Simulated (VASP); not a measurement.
Crystal: SiSn5.

```
Si Sn
1.0
     0.00000    4.33122    4.33122
     4.33122    0.00000    4.33122
     4.33122    4.33122    0.00000
Si Sn
1 5
Cartesian
  0.0000 0.0000 0.0000
  2.1656 2.1656 2.1656
  5.4107 3.2518 3.2518
  5.4107 5.4107 5.4107
  3.2518 3.2518 5.4107
  3.2518 5.4107 3.2518
```

The cell was generated, and may not be a known phase.

```yaml
Program: VASP 6.6.1
Task: relaxation of cell and atoms
Functional: PBE
Potentials_or_basis: VASP PAW PBE potentials, release 64 (Si, Sn_d)
Cutoff: 600 eV
k_mesh: 8 × 8 × 8
Occupations: gaussian, width 0.1 eV
Spin: no spin polarisation
```

At the start: pressure 1.5 GPa; volume 27.08 Å³/atom.

Question: How do energy, volume and symmetry change on relaxing?

Answer: Over 6 steps the energy falls by 4.5 meV/atom and the volume is 27.92 Å³/atom (+3.1 %); space group F-43m (No. 216, to 0.1 Å) before and after.

The path:
| step | energy change (eV) | largest force (eV/Å) | pressure (GPa) | volume (Å³) |
| --- | --- | --- | --- | --- |
| 1 | 0.0000 | 0.1653 | 1.54 | 162.50 |
| 2 | -0.0258 | 0.0216 | -0.28 | 168.71 |
| 3 | -0.0267 | 0.0403 | -0.05 | 167.76 |
| 4 | -0.0266 | 0.0429 | -0.01 | 167.65 |
| 5 | -0.0269 | 0.0135 | 0.02 | 167.55 |
| 6 | -0.0269 | 0.0031 | 0.03 | 167.52 |

Final structure:
```
Si Sn
1.0
     0.00000    4.37530    4.37530
     4.37530    0.00000    4.37530
     4.37530    4.37530    0.00000
Si Sn
1 5
Cartesian
  0.0000 4.3753 4.3753
  2.1877 2.1877 2.1877
  5.4711 3.2795 3.2795
  5.4711 5.4711 5.4711
  3.2795 3.2795 5.4711
  3.2795 5.4711 3.2795
```
